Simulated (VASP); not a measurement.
Crystal: LaS.

```
La S
1.0
     0.00000    2.92700    2.92700
     2.92700    0.00000    2.92700
     2.92700    2.92700    0.00000
La S
1 1
Cartesian
  0.0000 0.0000 0.0000
  2.9270 2.9270 2.9270
```

Base run:

* Program: VASP 6.6.1
* Functional: r2SCAN
* Potentials or basis: VASP PAW PBE potentials, release 64 (La, S)
* Cutoff: 520 eV
* k mesh: 7 × 7 × 7
* Occupations: fermi-dirac, width 0.15 eV
* Spin: no spin polarisation

Its results: pressure 1.5 GPa.

Problem. After a change of settings the same cell gave: pressure 0.6 GPa. Which change was it?
A. k mesh from 7 × 7 × 7 to 8 × 8 × 8; further incar settings from ALGO = Normal; EDIFF = 1e-06; NBANDS = 16 to ALGO = Normal; EDIFF = 1e-07; NBANDS = 16
B. k mesh from 7 × 7 × 7 to 3 × 3 × 3
C. k mesh from 7 × 7 × 7 to 2 × 2 × 2
D. k mesh from 7 × 7 × 7 to 4 × 4 × 4

Solution. C.

Caveats: some runs use coarse meshes; the PAW data sets were made with another functional, which shifts forces and pressure a little.
